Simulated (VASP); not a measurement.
# Sr (P-1) in VASP: further runs

Runs on Sr. Level: PBE. Tasks: single point.

All numbers are computed with VASP 6.6.1; they aren't measurements. Logs are shortened: lines on timing, memory, paths and dates and some standing lists are left out, and cuts for length are marked.

## (1) The cell of the first run

The typed cell holds 2 atoms: a = 4.294 Å, b = 4.222 Å, c = 7.140 Å, α = 90.01°, β = 89.99°, γ = 120.74°.

## (2) Single point, PBE

Contents of INCAR:

```
PREC = Accurate ; ENCUT = 520
EDIFF = 1E-7 ; ISMEAR = -1
SIGMA = 0.05 ; LREAL = F
LASPH = T ; NELM = 100
ALGO = Normal ; ISIF = 2
LWAVE = F ; LCHARG = F
GGA = PE ; NBANDS = 17
```

Contents of KPOINTS:

```
Automatic mesh
0
Gamma
  6 6 3
```

Contents of POSCAR:

```
Sr
1.0
    4.2936848980     -0.0065041555      0.0005273955
   -2.1524752129      3.6320155493     -0.0004068117
    0.0008626772     -0.0002703106      7.1395009440
Sr
2
Direct
    0.2810493153      0.6015261754      0.2731853386
    0.6238644147      0.2918518946      0.7731922814
```

Potentials or basis: VASP PAW PBE potentials, release 64 (Sr_sv).

Command:

```sh
cat potpaw_PBE.64/Sr_sv/POTCAR > POTCAR
mpirun -np 1 vasp_std > vasp.out
```

OUTCAR:

```text
PREC = Accurate
   ENCUT = 520
   EDIFF = 1E-7
   ISMEAR = -1
   LREAL = F
   LASPH = T
   NELM = 100
   ISIF = 2
   GGA = PE

 ion  position               nearest neighbor table
   1  0.281  0.602  0.273-   2 4.31   2 4.31   2 4.32   2 4.32   2 4.36   2 4.36
   2  0.624  0.292  0.773-   1 4.31   1 4.31   1 4.32   1 4.32   1 4.36   1 4.36

  LATTYP: Found a triclinic cell.
 ALAT       =     4.2936898567
 B/A-ratio  =     0.9806472577
 C/A-ratio  =     1.6627891719
 COS(alpha) =     0.0000574843
 COS(beta)  =     0.0002437192
 COS(gamma) =     0.5072240733

  Lattice vectors:

 A1 = (   4.2936848980,  -0.0065041555,   0.0005273955)
 A2 = (   2.1412096851,   3.6255113938,   0.0001205838)
 A3 = (   0.0008626772,  -0.0002703106,   7.1395009440)

Analysis of symmetry for initial positions (statically):
=====================================================================
 Subroutine PRICEL returns:
 Original cell was already a primitive cell.

 Routine SETGRP: Setting up the symmetry group for a
 triclinic supercell.

 Subroutine GETGRP returns: Found  2 space group operations
 (whereof  1 operations were pure point group operations)
 out of a pool of  2 trial point group operations.

The static configuration has the point symmetry C_1 .
 The point group associated with its full space group is S_2 .

Analysis of symmetry for dynamics (positions and initial velocities):
=====================================================================
 Subroutine PRICEL returns:
 Original cell was already a primitive cell.

 Routine SETGRP: Setting up the symmetry group for a
 triclinic supercell.

 Subroutine GETGRP returns: Found  2 space group operations
 (whereof  1 operations were pure point group operations)
 out of a pool of  2 trial point group operations.

The dynamic configuration has the point symmetry C_1 .
 The point group associated with its full space group is S_2 .

 Subroutine INISYM returns: Found  2 space group operations
 (whereof  1 operations are pure point group operations),
 and found     1 'primitive' translations

----------------------------------------------------------------------------------------

                                     Primitive cell

  volume of cell :     111.2386

  direct lattice vectors                    reciprocal lattice vectors
     4.293684898 -0.006504155  0.000527396     0.233109458  0.138149827 -0.000022936
    -2.152475213  3.632015549 -0.000406812     0.000417447  0.275576615  0.000010383
     0.000862677 -0.000270311  7.139500944    -0.000017196  0.000005497  0.140065815

  length of vectors
     4.293689857  4.221929258  7.139501001     0.270971207  0.275576931  0.140065816

  position of ions in fractional coordinates (direct lattice)
     0.281049315  0.601526175  0.273185339
     0.623864415  0.291851895  0.773192281

  ion indices of the primitive-cell ions
   primitive index   ion index
                 1           1
                 2           2

----------------------------------------------------------------------------------------

 KPOINTS: Automatic mesh

Automatic generation of k-mesh.
 Grid dimensions read from file:
 generate k-points for:    6    6    3

 Generating k-lattice:

  Cartesian coordinates                     Fractional coordinates (reciprocal lattice)
     0.038851576  0.023024971 -0.000003823     0.166666667  0.000000000  0.000000000
     0.000069575  0.045929436  0.000001731    -0.000000000  0.166666667 -0.000000000
    -0.000005732  0.000001832  0.046688605     0.000000000  0.000000000  0.333333333

  Length of vectors
     0.045161868  0.045929489  0.046688605

  Shift w.r.t. Gamma in fractional coordinates (k-lattice)
     0.000000000  0.000000000  0.000000000

 Subroutine IBZKPT returns following result:
 ===========================================

 Found     56 irreducible k-points:

 Following reciprocal coordinates:
            Coordinates               Weight
  0.000000  0.000000  0.000000      1.000000
  0.166667 -0.000000 -0.000000      2.000000
  0.333333  0.000000  0.000000      2.000000
  0.500000  0.000000 -0.000000      1.000000
 -0.000000  0.166667 -0.000000      2.000000
  0.166667  0.166667  0.000000      2.000000
[... 16 lines left out ...]
  0.333333  0.000000  0.333333      2.000000
  0.500000  0.000000  0.333333      2.000000
 [... further k-points ...]
   k-points           NKPTS =     56   k-points in BZ     NKDIM =     56   number of bands    NBANDS=     17
   number of dos      NEDOS =    301   number of ions     NIONS =      2
   total plane-waves  NPLWV =  55296
   dimension x,y,z NGX =    32 NGY =   32 NGZ =   54
   dimension x,y,z NGXF=    64 NGYF=   64 NGZF=  108
   ions per type =               2
   NGX,Y,Z   is equivalent  to a cutoff of  12.39, 12.60, 12.57 a.u.
   NGXF,Y,Z  is equivalent  to a cutoff of  24.78, 25.20, 25.15 a.u.
 SYSTEM =  unknown system
   PREC   = accura    normal or accurate (medium, high low for compatibility)
   ISTART =      0    job   : 0-new  1-cont  2-samecut
   ICHARG =      2    charge: 1-file 2-atom 10-const
   ISPIN  =      1    spin polarized calculation?
   LNONCOLLINEAR =      F non collinear calculations
   LSORBIT =      F    spin-orbit coupling
   LASPH  =      T    aspherical Exc in radial PAW
   ENCUT  =  520.0 eV  38.22 Ry    6.18 a.u.   7.98  7.85 13.27*2*pi/ulx,y,z
   NELM   =    100;   NELMIN=  2; NELMDL= -5     # of ELM steps
   EDIFF  = 0.1E-06   stopping-criterion for ELM
   LREAL  =      F    real-space projection
   EDIFFG = 0.1E-05   stopping-criterion for IOM
   NSW    =      0    number of steps for IOM
   IBRION =     -1    ionic relax: 0-MD 1-quasi-New 2-CG
   NFREE  =      0    steps in history (QN), initial steepest desc. (CG)
   ISIF   =      2    stress and relaxation
   ISYM   =      2    0-nonsym 1-usesym 2-fastsym
   POTIM  = 0.5000    time-step for ionic-motion
   TEBEG  =    0.0;   TEEND  =   0.0 temperature during run
   PSTRESS=    0.0 pullay stress
   NELECT =      20.0000    total number of electrons
   NUPDOWN=      -1.0000    fix difference up-down
   EMIN   =  10.00;   EMAX   =-10.00  energy-range for DOS
   EFERMI =   0.00;   METHOD = LEGACY
   ISMEAR =    -1;   SIGMA  =   0.05  broadening in eV -4-tet -1-fermi 0-gaus
   EFERMI_NEDOS =   21; number of points for ismear=-14 and -15
   IALGO  =     38    algorithm
   IMIX   =      4    mixing-type and parameters
     AMIX     =   0.40;   BMIX     =  1.00
     AMIX_MAG =   1.60;   BMIX_MAG =  1.00
  volume/ion in A,a.u.               =      55.62       375.34
  Fermi-wavevector in a.u.,A,eV,Ry     =   0.923988  1.746084 11.616023  0.853754
  Thomas-Fermi vector in A             =   2.049685
   LORBIT       =      0    0 simple, 1 ext, 2 COOP (PROOUT), +10 PAW based schemes
   GGA     = PE    functional components
   LHFCALC =     F    Hartree Fock is set to
   AEXX    =    0.0000 exact exchange contribution
   IVDW    =     0    specifies the selected vdW correction
   LEPSILON=     F    determine dielectric tensor
   LRPA    =     F    only Hartree local field effects (RPA)
 non-spin polarized calculation
  energy-cutoff  :      520.00
  volume of cell :      111.24
 maximum number of plane-waves:      3011
   NGX = 15   NGY = 15   NGZ = 27

 number of electron      20.0000000 magnetization

 Free energy of the ion-electron system (eV)
  ---------------------------------------------------
  ext. energy  EPLUGINS =         0.00000000
  ---------------------------------------------------
  free energy    TOTEN  =        -3.24575306 eV

  energy without entropy =       -3.21025302  energy(sigma->0) =       -3.22800304

 E-fermi :   1.5449     XC(G=0):  -7.3163

 val. band max:        1.5423620908   @ k =   0.3333   0.1667  -0.0000
 cond. band min:       1.5561127202   @ k =  -0.3333   0.3333   0.0000
 fundamental gap:      0.0137506294
 Fermi energy:         1.5449142267

 k-point     1 :       0.0000    0.0000    0.0000
  band No.  band energies     occupation
      1     -35.0916      2.00000
      2     -35.0802      2.00000
      3     -17.1507      2.00000
      4     -17.0079      2.00000
      5     -17.0010      2.00000
      6     -16.9833      2.00000
[... 9 lines left out ...]
     16       4.3247      0.00000
     17       4.7705      0.00000

 k-point     2 :       0.1667   -0.0000   -0.0000
  band No.  band energies     occupation
      1     -35.0885      2.00000
      2     -35.0785      2.00000
      3     -17.1349      2.00000
      4     -17.0448      2.00000
      5     -17.0232      2.00000
      6     -17.0145      2.00000
[... 9 lines left out ...]
     16       4.3140      0.00000
     17       4.5515      0.00000

 k-point     3 :       0.3333    0.0000    0.0000
  band No.  band energies     occupation
      1     -35.0818      2.00000
      2     -35.0753      2.00000
      3     -17.1233      2.00000
      4     -17.1009      2.00000
      5     -17.0970      2.00000
      6     -17.0359      2.00000
[... 9 lines left out ...]
     16       4.9154      0.00000
     17       5.3105      0.00000

 k-point     4 :       0.5000    0.0000   -0.0000
  band No.  band energies     occupation
      1     -35.0778      2.00000
      2     -35.0744      2.00000
      3     -17.1626      2.00000
      4     -17.1384      2.00000
      5     -17.0690      2.00000
      6     -17.0462      2.00000
[... 9 lines left out ...]
     16       5.6879      0.00000
     17       6.4058      0.00000
[... 343 lines left out ...]
      1     -35.0860      2.00000
      2     -35.0810      2.00000
      3     -17.1042      2.00000
      4     -17.0467      2.00000
      5     -17.0322      2.00000
      6     -17.0085      2.00000
[... 9 lines left out ...]
     16       4.3265      0.00000
     17       5.0840      0.00000

 k-point    23 :       0.3333    0.0000    0.3333
  band No.  band energies     occupation
      1     -35.0802      2.00000
      2     -35.0769      2.00000
      3     -17.1362      2.00000
      4     -17.1199      2.00000
      5     -17.0537      2.00000
      6     -17.0283      2.00000
[... 9 lines left out ...]
     16       4.9375      0.00000
     17       5.1492      0.00000

 k-point    24 :       0.5000    0.0000    0.3333
  band No.  band energies     occupation
      1     -35.0769      2.00000
      2     -35.0752      2.00000
      3     -17.1702      2.00000
      4     -17.1568      2.00000
      5     -17.0428      2.00000
      6     -17.0384      2.00000
[... 9 lines left out ...]
     16       5.1855      0.00000
     17       5.6706      0.00000

 [... further k-points ...]
[... 5 lines left out ...]
  --------------------------------------------------------------------------------------
  -------------------------------------------------------------------------------------
  Total       -0.0198650      0.0183666     -0.0175278      0.0068067      0.0001431     -0.0007027
  in kB       -0.2861170      0.2645351     -0.2524543      0.0980380      0.0020618     -0.0101212
  external PRESSURE =      -0.0913454 kB  Pullay stress =       0.0000000 kB

 VOLUME and BASIS-vectors are now :
 -----------------------------------------------------------------------------
  energy-cutoff  :      520.00
  volume of cell :      111.24
      direct lattice vectors                 reciprocal lattice vectors
     4.293684898 -0.006504155  0.000527396     0.233109458  0.138149827 -0.000022936
    -2.152475213  3.632015549 -0.000406812     0.000417447  0.275576615  0.000010383
     0.000862677 -0.000270311  7.139500944    -0.000017196  0.000005497  0.140065815

 POSITION                                       TOTAL-FORCE (eV/Angst)
 -----------------------------------------------------------------------------------
     -0.08780      2.18285      1.95031        -0.000774      0.000895      0.000059
      2.05114      1.05574      5.52042         0.000774     -0.000895     -0.000059
 -----------------------------------------------------------------------------------
    total drift:                               -0.000000     -0.000000     -0.000000

  FREE ENERGIE OF THE ION-ELECTRON SYSTEM (eV)
  ---------------------------------------------------
  free  energy   TOTEN  =        -3.2457530646 eV

  energy  without entropy=       -3.2102530208  energy(sigma->0) =       -3.22800304
```

It took 34 s on 1 thread of Intel Xeon Platinum 8559C (Emerald Rapids), shared host; peak memory 0.26 GiB.

Results:

```
Free energy            : -3.2458 eV
Pressure               : 0.0 GPa
Band gap on the k mesh : zero (band 10 reaches 1.62 eV, above the bottom of band 11 at 1.47 eV)
```

[end of part 1 of 2]
